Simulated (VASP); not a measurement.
Runs of VASP 6.6.1 on Pd. The structure is that of space group P6_3/mmc (No. 194), or close to it. The cells are those of the table. 

```tsv
level	potentials or basis	cell	k mesh	cutoff (eV)	second run	gap on the mesh (eV)	pressure (GPa)	moment (μB)	largest force (eV/Å)
BLYP	VASP PAW PBE potentials, release 64 (Pd_sv_GW)	a = 2.784, b = 2.784, c = 4.629 Å, angles 90.0, 90.0, 120.0°, 2 atoms	4 × 2 × 4	540	valence_matched	none	13.1	0.87	0.30
PBE	VASP PAW PBE potentials, release 64 (Pd)	a = 3.136, b = 3.136, c = 5.215 Å, angles 90.0, 90.0, 120.0°, 2 atoms	6 × 6 × 4	520	-	none	-21.6	1.01	-
BLYP	VASP PAW PBE potentials, release 64 (Pd)	a = 2.784, b = 2.784, c = 4.629 Å, angles 90.0, 90.0, 120.0°, 2 atoms	4 × 2 × 4	520	-	none	15.6	0.86	0.29
PBE	VASP PAW PBE potentials, release 64 (Pd)	a = 2.784, b = 2.784, c = 4.629 Å, angles 90.0, 90.0, 120.0°, 2 atoms	3 × 3 × 2	520	-	none	3.3	(b)	-
PBE	VASP PAW PBE potentials, release 64 (Pd)	a = 2.865, b = 2.865, c = 4.764 Å, angles 90.0, 90.0, 120.0°, 2 atoms	6 × 6 × 4	520	-	none	-12.3	(a)	-
```

Alike in all rows: task single point; spin collinear, ferromagnetic start; smearing gaussian 0.1 eV.

Task: Estimate the missing entries.

Result: (a) 0.96; (b) 1.00.

Caveats: all runs use coarse meshes; the PAW data sets were made with another functional, which shifts forces and pressure a little (some runs).

A k mesh can miss the band edges, and the runs leave out spin-orbit coupling on Pd.

A gap of «none» marks levels without a gap at the run's occupations.

The runs don't all hold the same shells in valence.
